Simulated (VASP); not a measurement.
Input of a VASP 6.6.1 run:

File INCAR:

```
ALGO = Normal
EDIFF = 1E-6
ENCUT = 500
GGA = PS
GGA_COMPAT = F
ISIF = 2
ISMEAR = 0
ISPIN = 2
LASPH = T
LCHARG = F
LMAXMIX = 4
LORBIT = 11
LREAL = F
LWAVE = F
MAGMOM = 0.05 0.05 0 0 0 0
NBANDS = 39
NELM = 200
PREC = Accurate
SIGMA = 0.05
```

KPOINTS

```
k-points
0
Gamma
  8 8 2
```

Contents of POSCAR:

```
MoS2
1.0
    3.1419184565      0.0000000000      0.0000000000
   -1.5709592283      2.7209812000      0.0000000000
    0.0000000000      0.0000000000     12.6255776550
Mo S
2 4
Direct
    0.3333333333      0.6666666667      0.2500000000
    0.6666666667      0.3333333333      0.7500000000
    0.3333333333      0.6666666667      0.6265210559
    0.6666666667      0.3333333333      0.1265210559
    0.3333333333      0.6666666667      0.8734789441
    0.6666666667      0.3333333333      0.3734789441
```

Potentials or basis: VASP PAW PBE potentials, release 64 (Mo_sv, S).

Launch:

```console
$ cat potpaw_PBE.64/Mo_sv/POTCAR potpaw_PBE.64/S/POTCAR > POTCAR
$ mpirun -np 1 vasp_std > vasp.out
```

(1) What does it give for the pressure?

(2) Predict the band gap on the k mesh.

(3) What does it give for the net moment?

Answers

(1) -0.1 GPa.

(2) 1.12 eV (least direct gap 2.03 eV).

(3) 0.00 μB per cell.

Caveat: the PAW data sets were made with another functional, which shifts forces and pressure a little; this functional lacks dispersion, which binds layers or chains, so the pressure and a relaxed spacing across them are unreliable.

**What was measured.**

From “Multiwavelength excitation Raman Scattering Analysis of bulk and 2 dimensional MoS2: Vibrational properties of atomically thin MoS2 layers”, 2015, arxiv:1506.03228, for a bulk crystal of MoS2 at 300 K: band gap 1.3 eV (indirect).

Measured gap of MoS2: 1.3 eV (indirect; 300 K; “Multiwavelength excitation Raman Scattering Analysis of bulk and 2 dimensional MoS2: Vibrational properties of atomically thin MoS2 layers”, 2015, arxiv:1506.03228). This calculation gives 1.12 eV (-0.18 eV). Spin-orbit coupling on Mo is left out. The value is that of PBEsol on a finite k mesh, which can miss the band edges, without temperature or zero-point motion. Semilocal functionals fall short of measured gaps as a rule.
